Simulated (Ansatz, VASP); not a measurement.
## SiAg: VASP beside Ansatz

```xyz
4
Lattice="3.5668 0.0000 0.0000 0.0000 3.5668 0.0000 0.0000 0.0000 5.2929" Properties=species:S:1:pos:R:3 pbc="T T T"
Si    1.7834    0.0000    4.7444
Si    0.0000    1.7834    0.5485
Ag    1.7834    0.0000    2.0043
Ag    0.0000    1.7834    3.2886
```

Alike in both runs: functional PBE; k mesh 6 × 6 × 4; occupations gaussian, width 0.1 eV; no spin polarisation.

Ansatz relaxed the structure, and its values are those at the end. VASP's run is a single point on that final structure, the one shown.

```csv
,VASP,Ansatz
version,VASP 6.6.1,Ansatz 0.2.0
potentials or method,"VASP PAW PBE potentials, release 64 (Si, Ag), cutoff 520 eV","scalar-relativistic, plane waves, PAW"
valence electrons in the cell,30,46
```

```tsv
	VASP	Ansatz	Ansatz less VASP
gap on the k mesh at the Fermi level (eV)	none	none	-
pressure (GPa)	-0.1	0.0	+0.09
rms of the force components (eV/Å)	0.020	0.017	-0.0032
```

A gap of «none» marks a metal or a gap that the smearing closes. VASP's potentials hold 30 valence electrons a cell and Ansatz's 46, so a difference there can come from the potentials and not from the codes.
